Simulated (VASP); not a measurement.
Set up this calculation in VASP 6.6.1, as the native input.

```yaml
Task: single point
Functional: PBEsol
Potentials_or_basis: VASP PAW PBE potentials, release 64 (Li_sv, Pb_d)
Cutoff: 520 eV
k_mesh: 12 × 12 × 12
Occupations: gaussian, width 0.15 eV
Spin: no spin polarisation
Dipole_correction: no
Further_INCAR_settings: ALGO = Normal; EDIFF = 1e-06; NBANDS = 16
```

The structure of LiPb lies in POSCAR:

```
LiPb
1.0
    2.4935002839      1.4396230601      2.0007899000
   -2.4935002839      1.4396230601      2.0007899000
    0.0000000000     -2.8792461203      2.0007899000
Li Pb
1 1
Direct
    0.5000000000      0.5000000000      0.5000000000
    0.0000000000      0.0000000000      0.0000000000
```

This cell differs from its parent crystal: strain +0.000 along x and y, -0.030 along z.

These files were run (other wordings do the same):

INCAR

```
  ALGO = Normal
  EDIFF = 1E-6
  ENCUT = 520
  GGA = PS
  ISIF = 2
  ISMEAR = 0
  LASPH = T
  LCHARG = T
  LELF = T
  LREAL = F
  LVHAR = T
  LWAVE = F
  NBANDS = 16
  NELM = 60
  PREC = Accurate
  SIGMA = 0.15
```

KPOINTS

```
k-points
0
Gamma
  12 12 12
```

Potentials or basis: VASP PAW PBE potentials, release 64 (Li_sv, Pb_d).

Launch:

```bash
$ cat potpaw_PBE.64/Li_sv/POTCAR potpaw_PBE.64/Pb_d/POTCAR > POTCAR
$ mpirun -np 1 vasp_std > vasp.out
```

It took 89 s on 1 thread of AMD EPYC 7R43 64-Core Processor (Zen 3) (shared host), peak memory 0.21 GiB.
